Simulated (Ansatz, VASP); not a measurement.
# Two plane-wave programs on SnO

```
Sn O
1.0
     3.77039    0.00000    0.00000
     0.00000    3.77039    0.00000
     0.00000    0.00000    4.56337
Sn O
2 2
Direct
  0.00000 0.50000 0.25326
  0.50000 0.00000 0.74674
  0.00000 0.00000 0.00000
  0.50000 0.50000 0.00000
```

Alike in both runs: task single point; functional PBEsol; dispersion D3(BJ); k mesh 14 × 14 × 12; occupations gaussian, width 0.15 eV; no spin polarisation.

|  | VASP | Ansatz |
| --- | --- | --- |
| version | VASP 6.6.1 | Ansatz 0.2.0 |
| potentials or method | VASP PAW PBE potentials, release 64 (Sn_d, O), cutoff 600 eV | scalar-relativistic, plane waves, PAW |
| valence electrons in the cell | 40 | 40 |

```tsv
	VASP	Ansatz	Ansatz less VASP
gap on the k mesh at the Fermi level (eV)	none	none	-
pressure (GPa)	0.2	-0.1	-0.22
rms of the force components (eV/Å)	0.039	0.004	-0.0344
```

VASP's potentials were made for PBE, not for PBEsol. Atom by atom the forces differ by 0.034 eV/Å (rms over components). A gap of «none» marks a metal or a gap that the smearing closes.
